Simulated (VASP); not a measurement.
# Be (Fd-3m) in VASP: notebook

The runs below take Be through single point, relaxation of cell and atoms, with PBEsol.

Everything below comes from runs of VASP 6.6.1. Logs are shortened: lines on timing, memory, paths and dates and some standing lists are left out, and cuts for length are marked.

**1. The cell of the first run**

It takes space group Fd-3m (No. 227, cubic). Conventional cell: a = 4.878 Å, b = 4.878 Å, c = 4.878 Å, α = 90.00°, β = 90.00°, γ = 90.00°. Be (site symmetry -43m) has 4 Be at 2.11 Å within 2.8 Å.

This isn't the form of Be at room conditions, which is hcp.

**2. Single point, PBEsol**

INCAR reads:

```
PREC     = Accurate       # precision mode
ENCUT    = 600            # plane-wave cutoff, eV
EDIFF    = 1E-6           # SCF threshold, eV
ISMEAR   = 1              # smearing method
SIGMA    = 0.05           # smearing width, eV
LREAL    = F              # projectors in reciprocal space
LASPH    = T              # aspherical terms in the spheres
NELM     = 120            # most SCF steps
ALGO     = Normal         # electronic algorithm
ISIF     = 2              # what is computed and relaxed
LWAVE    = F              # write WAVECAR
LCHARG   = F              # write CHGCAR
GGA      = PS             # functional
NBANDS   = 9              # bands
GGA_COMPAT= F
```

KPOINTS reads:

```
regular mesh
0
Gamma
  8 8 8
```

POSCAR reads:

```
Be
1.0
    0.0000000000      2.4387661923      2.4387661923
    2.4387661923      0.0000000000      2.4387661923
    2.4387661923      2.4387661923      0.0000000000
Be
2
Direct
    1.0000000000      1.0000000000      1.0000000000
    0.2500000000      0.2500000000      0.2500000000
```

Potentials or basis: VASP PAW PBE potentials, release 64 (Be).

Started as:

```console
$ cat potpaw_PBE.64/Be/POTCAR > POTCAR
$ mpirun -np 1 vasp_std > vasp.out
```

OUTCAR:

```text
PREC = Accurate
   ENCUT = 600
   EDIFF = 1E-6
   ISMEAR = 1
   LREAL = F
   LASPH = T
   NELM = 120
   ISIF = 2
   GGA = PS

 ion  position               nearest neighbor table
   1  0.000  0.000  0.000-   2 2.11   2 2.11   2 2.11   2 2.11
   2  0.250  0.250  0.250-   1 2.11   1 2.11   1 2.11   1 2.11

  LATTYP: Found a face centered cubic cell.
 ALAT       =     4.8775323846

  Lattice vectors:

 A1 = (   0.0000000000,   2.4387661923,   2.4387661923)
 A2 = (   2.4387661923,   0.0000000000,   2.4387661923)
 A3 = (   2.4387661923,   2.4387661923,   0.0000000000)

Analysis of symmetry for initial positions (statically):
=====================================================================
 Subroutine PRICEL returns:
 Original cell was already a primitive cell.

 Routine SETGRP: Setting up the symmetry group for a
 face centered cubic supercell.

 Subroutine GETGRP returns: Found 48 space group operations
 (whereof 24 operations were pure point group operations)
 out of a pool of 48 trial point group operations.

The static configuration has the point symmetry T_d .
 The point group associated with its full space group is O_h .

Analysis of symmetry for dynamics (positions and initial velocities):
=====================================================================
 Subroutine PRICEL returns:
 Original cell was already a primitive cell.

 Routine SETGRP: Setting up the symmetry group for a
 face centered cubic supercell.

 Subroutine GETGRP returns: Found 48 space group operations
 (whereof 24 operations were pure point group operations)
 out of a pool of 48 trial point group operations.

The dynamic configuration has the point symmetry T_d .
 The point group associated with its full space group is O_h .

 Subroutine INISYM returns: Found 48 space group operations
 (whereof 24 operations are pure point group operations),
 and found     1 'primitive' translations

----------------------------------------------------------------------------------------

                                     Primitive cell

  volume of cell :      29.0095

  direct lattice vectors                    reciprocal lattice vectors
     0.000000000  2.438766192  2.438766192    -0.205021704  0.205021704  0.205021704
     2.438766192  0.000000000  2.438766192     0.205021704 -0.205021704  0.205021704
     2.438766192  2.438766192  0.000000000     0.205021704  0.205021704 -0.205021704

  length of vectors
     3.448936225  3.448936225  3.448936225     0.355108008  0.355108008  0.355108008

  position of ions in fractional coordinates (direct lattice)
     0.000000000  0.000000000  0.000000000
     0.250000000  0.250000000  0.250000000

  ion indices of the primitive-cell ions
   primitive index   ion index
                 1           1
                 2           2

----------------------------------------------------------------------------------------

 KPOINTS: regular mesh

Automatic generation of k-mesh.
 Grid dimensions read from file:
 generate k-points for:    8    8    8

 Generating k-lattice:

  Cartesian coordinates                     Fractional coordinates (reciprocal lattice)
    -0.025627713  0.025627713  0.025627713     0.125000000  0.000000000  0.000000000
     0.025627713 -0.025627713  0.025627713     0.000000000  0.125000000  0.000000000
     0.025627713  0.025627713 -0.025627713     0.000000000  0.000000000  0.125000000

  Length of vectors
     0.044388501  0.044388501  0.044388501

  Shift w.r.t. Gamma in fractional coordinates (k-lattice)
     0.000000000  0.000000000  0.000000000

 Subroutine IBZKPT returns following result:
 ===========================================

 Found     29 irreducible k-points:

 Following reciprocal coordinates:
            Coordinates               Weight
  0.000000  0.000000  0.000000      1.000000
  0.125000  0.000000  0.000000      8.000000
  0.250000  0.000000  0.000000      8.000000
  0.375000  0.000000  0.000000      8.000000
  0.500000  0.000000  0.000000      4.000000
  0.125000  0.125000  0.000000      6.000000
[... 16 lines left out ...]
  0.500000  0.250000  0.125000     48.000000
 -0.375000  0.250000  0.125000     24.000000
 [... further k-points ...]
   k-points           NKPTS =     29   k-points in BZ     NKDIM =     29   number of bands    NBANDS=      9
   number of dos      NEDOS =    301   number of ions     NIONS =      2
   total plane-waves  NPLWV =  21952
   dimension x,y,z NGX =    28 NGY =   28 NGZ =   28
   dimension x,y,z NGXF=    56 NGYF=   56 NGZF=   56
   ions per type =               2
   NGX,Y,Z   is equivalent  to a cutoff of  13.50, 13.50, 13.50 a.u.
   NGXF,Y,Z  is equivalent  to a cutoff of  26.99, 26.99, 26.99 a.u.
 SYSTEM =  unknown system
   PREC   = accura    normal or accurate (medium, high low for compatibility)
   ISTART =      0    job   : 0-new  1-cont  2-samecut
   ICHARG =      2    charge: 1-file 2-atom 10-const
   ISPIN  =      1    spin polarized calculation?
   LNONCOLLINEAR =      F non collinear calculations
   LSORBIT =      F    spin-orbit coupling
   LASPH  =      T    aspherical Exc in radial PAW
   ENCUT  =  600.0 eV  44.10 Ry    6.64 a.u.   6.89  6.89  6.89*2*pi/ulx,y,z
   NELM   =    120;   NELMIN=  2; NELMDL= -5     # of ELM steps
   EDIFF  = 0.1E-05   stopping-criterion for ELM
   LREAL  =      F    real-space projection
   EDIFFG = 0.1E-04   stopping-criterion for IOM
   NSW    =      0    number of steps for IOM
   IBRION =     -1    ionic relax: 0-MD 1-quasi-New 2-CG
   NFREE  =      0    steps in history (QN), initial steepest desc. (CG)
   ISIF   =      2    stress and relaxation
   ISYM   =      2    0-nonsym 1-usesym 2-fastsym
   POTIM  = 0.5000    time-step for ionic-motion
   TEBEG  =    0.0;   TEEND  =   0.0 temperature during run
   PSTRESS=    0.0 pullay stress
   NELECT =       4.0000    total number of electrons
   NUPDOWN=      -1.0000    fix difference up-down
   EMIN   =  10.00;   EMAX   =-10.00  energy-range for DOS
   EFERMI =   0.00;   METHOD = LEGACY
   ISMEAR =     1;   SIGMA  =   0.05  broadening in eV -4-tet -1-fermi 0-gaus
   EFERMI_NEDOS =   21; number of points for ismear=-14 and -15
   IALGO  =     38    algorithm
   IMIX   =      4    mixing-type and parameters
     AMIX     =   0.40;   BMIX     =  1.00
     AMIX_MAG =   1.60;   BMIX_MAG =  1.00
  volume/ion in A,a.u.               =      14.50        97.88
  Fermi-wavevector in a.u.,A,eV,Ry     =   0.845762  1.598258  9.732421  0.715313
  Thomas-Fermi vector in A             =   1.961001
   LORBIT       =      0    0 simple, 1 ext, 2 COOP (PROOUT), +10 PAW based schemes
   GGA     = PS    functional components
   LHFCALC =     F    Hartree Fock is set to
   AEXX    =    0.0000 exact exchange contribution
   IVDW    =     0    specifies the selected vdW correction
   LEPSILON=     F    determine dielectric tensor
   LRPA    =     F    only Hartree local field effects (RPA)
 non-spin polarized calculation
 Methfessel and Paxton  Order N= 1 SIGMA  =   0.05
  energy-cutoff  :      600.00
  volume of cell :       29.01
 maximum number of plane-waves:       982
   NGX = 13   NGY = 13   NGZ = 13

 number of electron       4.0000000 magnetization

 Free energy of the ion-electron system (eV)
  ---------------------------------------------------
  ext. energy  EPLUGINS =         0.00000000
  ---------------------------------------------------
  free energy    TOTEN  =        -4.60414872 eV

  energy without entropy =       -4.60428805  energy(sigma->0) =       -4.60419517

 E-fermi :   1.8574     XC(G=0):  -8.6259

 val. band max:        1.8152687823   @ k =   0.5000   0.3750   0.0000
 cond. band min:       1.8588298092   @ k =  -0.3750   0.5000   0.1250
 fundamental gap:      0.0435610269
 Fermi energy:         1.8574141210

 k-point     1 :       0.0000    0.0000    0.0000
  band No.  band energies     occupation
      1      -5.5037      2.00000
      2       6.6765      0.00000
      3       6.6765      0.00000
      4       6.6765      0.00000
      5       9.1921      0.00000
      6       9.1921      0.00000
      7       9.1921      0.00000
      8      16.0009      0.00000
      9      16.2661      0.00000

 k-point     2 :       0.1250    0.0000    0.0000
  band No.  band energies     occupation
      1      -5.2666      2.00000
      2       5.0837      0.00000
      3       6.2107      0.00000
      4       6.2107      0.00000
      5       9.7988      0.00000
      6       9.7988      0.00000
      7      10.2700      0.00000
      8      15.4328      0.00000
      9      16.6219      0.00000

 k-point     3 :       0.2500    0.0000    0.0000
  band No.  band energies     occupation
      1      -4.5579      2.00000
      2       2.6159     -0.00000
      3       5.5250      0.00000
      4       5.5250      0.00000
      5      10.4959      0.00000
      6      10.4959      0.00000
      7      11.4200      0.00000
      8      14.5569      0.00000
      9      16.2101      0.00000

 k-point     4 :       0.3750    0.0000    0.0000
  band No.  band energies     occupation
      1      -3.3857      2.00000
      2       0.2623      2.00000
      3       5.0720      0.00000
      4       5.0720      0.00000
      5      10.4679      0.00000
      6      10.4679      0.00000
      7      12.1022      0.00000
      8      13.9520      0.00000
      9      17.7764      0.00000

 k-point     5 :       0.5000    0.0000    0.0000
  band No.  band energies     occupation
      1      -1.8169      2.00000
      2      -1.7154      2.00000
      3       4.9198      0.00000
      4       4.9198      0.00000
      5      10.3381      0.00000
      6      10.3381      0.00000
      7      12.3366      0.00000
      8      13.7429      0.00000
      9      18.7372      0.00000

 k-point     6 :       0.1250    0.1250    0.0000
  band No.  band energies     occupation
      1      -5.1876      2.00000
      2       5.4238      0.00000
      3       5.4238      0.00000
      4       6.0541      0.00000
      5       8.9210      0.00000
      6      10.7966      0.00000
      7      10.7966      0.00000
      8      13.7087      0.00000
      9      16.9013      0.00000
[... 169 lines left out ...]
 k-point    21 :       0.5000    0.5000    0.0000
  band No.  band energies     occupation
      1      -0.5644      2.00000
      2      -0.5644      2.00000
      3       2.5853     -0.00000
      4       2.5853     -0.00000
      5       8.0526      0.00000
      6       8.0526      0.00000
      7      17.2191      0.00000
      8      17.2191      0.00000
      9      20.4984      0.00000

 k-point    22 :       0.3750    0.2500    0.1250
  band No.  band energies     occupation
      1      -3.9303      2.00000
      2       2.8780      0.00000
      3       3.0546      0.00000
      4       4.8709      0.00000
      5       9.7336      0.00000
      6      11.0736      0.00000
      7      12.8285      0.00000
      8      13.2293      0.00000
      9      17.2869      0.00000

 k-point    23 :       0.5000    0.2500    0.1250
  band No.  band energies     occupation
      1      -2.7675      2.00000
      2       0.7966      2.00000
      3       2.8130     -0.00000
      4       3.9950      0.00000
      5      10.0268      0.00000
      6      11.2888      0.00000
      7      13.4366      0.00000
      8      14.2943      0.00000
      9      17.0856      0.00000

 k-point    24 :      -0.3750    0.2500    0.1250
  band No.  band energies     occupation
      1      -1.2787      2.00000
      2      -1.0585      2.00000
      3       2.9079      0.00000
      4       3.5069      0.00000
      5       9.8925      0.00000
      6      11.5230      0.00000
      7      14.5025      0.00000
      8      15.0405      0.00000
      9      15.6289      0.00000

 [... further k-points ...]

------------------------ aborting loop because EDIFF is reached ----------------------------------------

  FORCE on cell =-STRESS in cart. coord.  units (eV):
  Direction    XX          YY          ZZ          XY          YZ          ZX
  --------------------------------------------------------------------------------------
  -------------------------------------------------------------------------------------
  Total        0.0145916      0.0145916      0.0145916      0.0000000      0.0000000      0.0000000
  in kB        0.8058860      0.8058860      0.8058860      0.0000000      0.0000000      0.0000000
  external PRESSURE =       0.8058860 kB  Pullay stress =       0.0000000 kB

 VOLUME and BASIS-vectors are now :
 -----------------------------------------------------------------------------
  energy-cutoff  :      600.00
  volume of cell :       29.01
      direct lattice vectors                 reciprocal lattice vectors
     0.000000000  2.438766192  2.438766192    -0.205021704  0.205021704  0.205021704
     2.438766192  0.000000000  2.438766192     0.205021704 -0.205021704  0.205021704
     2.438766192  2.438766192  0.000000000     0.205021704  0.205021704 -0.205021704

 POSITION                                       TOTAL-FORCE (eV/Angst)
 -----------------------------------------------------------------------------------
      0.00000      0.00000      0.00000         0.000000     -0.000000     -0.000000
      1.21938      1.21938      1.21938        -0.000000      0.000000      0.000000
 -----------------------------------------------------------------------------------
    total drift:                                0.000000      0.000000     -0.000000

  FREE ENERGIE OF THE ION-ELECTRON SYSTEM (eV)
  ---------------------------------------------------
  free  energy   TOTEN  =        -4.6041487247 eV

  energy  without entropy=       -4.6042880517  energy(sigma->0) =       -4.60419517
```

It took 3 s on 1 thread of Intel Xeon 6975P-C (Granite Rapids), shared host; peak memory 0.14 GiB.

Results:

- Free energy: -4.6041 eV
- Pressure: 0.1 GPa
- Band gap on the k mesh: zero (bands 2 and 3 overlap by 6.34 eV)

Levels at points of the mesh, in eV from the Fermi level:
```tsv
k point	band 1	band 2	band 3	band 4	band 5	band 6	band 7
(0.00, 0.00, 0.00)	-7.36	4.82	4.82	4.82	7.33	7.33	7.33
(0.50, 0.00, 0.00)	-3.67	-3.57	3.06	3.06	8.48	8.48	10.48
(0.50, 0.50, 0.00)	-2.42	-2.42	0.73	0.73	6.20	6.20	15.36
```

Caveat: the PAW data sets were made with another functional, which shifts forces and pressure a little.

**3. Relaxation of cell and atoms, PBEsol**

This run uses another cell than the first one, of 10.50 Å³/atom.

INCAR reads:

```
SYSTEM = Be
PREC = Accurate
ENCUT = 600
EDIFF = 1E-7
ISMEAR = 1
SIGMA = 0.05
LREAL = .FALSE.
LASPH = .TRUE.
NELM = 120
ALGO = Normal
ISIF = 3
LWAVE = .FALSE.
LCHARG = .FALSE.
GGA = PS
IBRION = 2
NSW = 80
EDIFFG = -0.03
GGA_COMPAT = .FALSE.
NELMIN = 4
```

KPOINTS reads:

```
Automatic mesh
0
G
  8 8 8
  0 0 0
```

POSCAR reads:

```
Be
1.0
    0.0000000000      2.1900000000      2.1900000000
    2.1900000000      0.0000000000      2.1900000000
    2.1900000000      2.1900000000      0.0000000000
Be
2
Direct
    1.0000000000      1.0000000000      1.0000000000
    0.2500000000      0.2500000000      0.2500000000
```

Potentials or basis: VASP PAW PBE potentials, release 64 (Be).

Started as:

```console
$ cat potpaw_PBE.64/Be/POTCAR > POTCAR
$ mpirun -np 1 vasp_std > vasp.out
```

Wall time 7.2 s (1 thread of Intel Xeon 6975P-C (Granite Rapids), shared host); peak memory 0.14 GiB.

Results (log left out):

- Free energy: -4.6040 eV
- Relaxed volume: 14.57 Å³/atom
- Relaxed cell: a = 3.454 Å, b = 3.454 Å, c = 3.454 Å, α = 60.00°, β = 60.00°, γ = 60.00°
- Space group after relaxing (to 0.1 Å): Fd-3m (No. 227)
- Energy gained by relaxing: 245.0 meV/atom
- Ionic steps: 4
- Pressure after relaxing: -0.1 GPa
- Band gap on the k mesh: zero (bands 2 and 3 overlap by 6.32 eV)

Step by step:
```
step  energy change (eV)  largest force (eV/Å)  pressure (GPa)  volume (Å³)
   1              0.0000                0.0000           24.99        21.01
   2             -0.4515                0.0000            4.82        26.39
   3             -0.4793                0.0000           -2.11        30.60
   4             -0.4901                0.0000           -0.13        29.13
```

Final structure:
```
CELL_PARAMETERS angstrom
0.00000 2.44220 2.44220
2.44220 0.00000 2.44220
2.44220 2.44220 0.00000
ATOMIC_POSITIONS crystal
Be 0.00000 0.00000 0.00000
Be 0.25000 0.25000 0.25000
```

Levels at points of the mesh, in eV from the Fermi level:
```
           k point  band 1  band 2  band 3  band 4  band 5  band 6
(0.00, 0.00, 0.00)   -7.35    4.80    4.80    4.80    7.31    7.31
(0.50, 0.00, 0.00)   -3.67   -3.56    3.05    3.05    8.46    8.46
(0.50, 0.50, 0.00)   -2.42   -2.42    0.73    0.73    6.18    6.18
```

Caveat: the volume moved by over 15 % at a fixed basis, so the end points are rough; the PAW data sets were made with another functional, which shifts forces and pressure a little.

(Continued in part 2 of 2.)
